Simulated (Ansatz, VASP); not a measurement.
One calculation of GeMo2, two programs

Contents of INCAR:

```
SYSTEM = GeMo2
PREC = Accurate
ENCUT = 520
EDIFF = 1E-6
ISMEAR = 0
SIGMA = 0.1
LREAL = .False.
LASPH = .True.
NELM = 150
ALGO = Normal
ISIF = 2
LWAVE = .False.
LCHARG = .True.
ISPIN = 2
MAGMOM = 0 1 1
LORBIT = 11
LMAXMIX = 4
GGA = PE
LELF = .True.
LVHAR = .True.
NBANDS = 32
```

Contents of KPOINTS:

```
Automatic mesh
0
Gamma
  6 6 4
  0 0 0
```

POSCAR

```
GeMo2
1.0
    3.5589148576      0.0000000000      0.0000000000
    0.0000000000      3.5589148576      0.0000000000
    0.0000000000      0.0000000000      4.9486966510
Ge Mo
1 2
Direct
    0.5000000000      0.5000000000      0.0000000000
    0.0000000000      0.0000000000      0.5000000000
    0.5000000000      0.5000000000      0.5000000000
```

Input for Ansatz:

```yaml
crystal:
  lattice:
    - [3.5589148576, 0.0, 0.0]
    - [0.0, 3.5589148576, 0.0]
    - [0.0, 0.0, 4.948696651]
  atoms:
    - { symbol: Ge, position: [0.5, 0.5, 0.0] }
    - { symbol: Mo, position: [0.0, 0.0, 0.5], spin: 1.0 }
    - { symbol: Mo, position: [0.5, 0.5, 0.5], spin: 1.0 }
basis:
  ecutwfc: 420
kpoints:
  mp_grid: { grid: [6, 6, 4] }
hamiltonian:
  xc: pbe
scf:
  occupations: { method: gaussian, width: 0.1 }
  lower_state_search: "off"
output:
  forces: true
  stress: true
  eigenvalues: true
  populations: true
magnetization:
  spin_polarized: true
```

Alike in both runs: task single point; functional PBE; k mesh 6 × 6 × 4; occupations gaussian, width 0.1 eV; collinear spin.

```csv
,VASP,Ansatz
version,VASP 6.6.1,Ansatz 0.2.0
potentials or method,"VASP PAW PBE potentials, release 64 (Ge_d, Mo_sv), cutoff 520 eV","scalar-relativistic, plane waves, PAW"
valence electrons in the cell,42,42
```

VASP gave:

```
gap on the k mesh at the Fermi level (eV)                     : none
pressure (GPa)                                                : 0.3
traceless stress, the component that is largest in VASP (GPa) : -0.05
net moment per atom (μB)                                      : 0.00
size of the moment on the site where the two differ most (μB) : 0.01
```

**Question.** Estimate Ansatz's values.

**Answer.** gap on the k mesh at the Fermi level (eV): none; pressure (GPa): 0.4; traceless stress, the component that is largest in VASP (GPa): 0.05; net moment per atom (μB): 0.18; size of the moment on the site where the two differ most (μB): 0.49.

The net moments are unlike, so the other rows may belong to different states. Site moments also hang on the region over which each program counts them. A gap of «none» marks a metal or a gap that the smearing closes. Ansatz's warnings: seeded moment not kept.
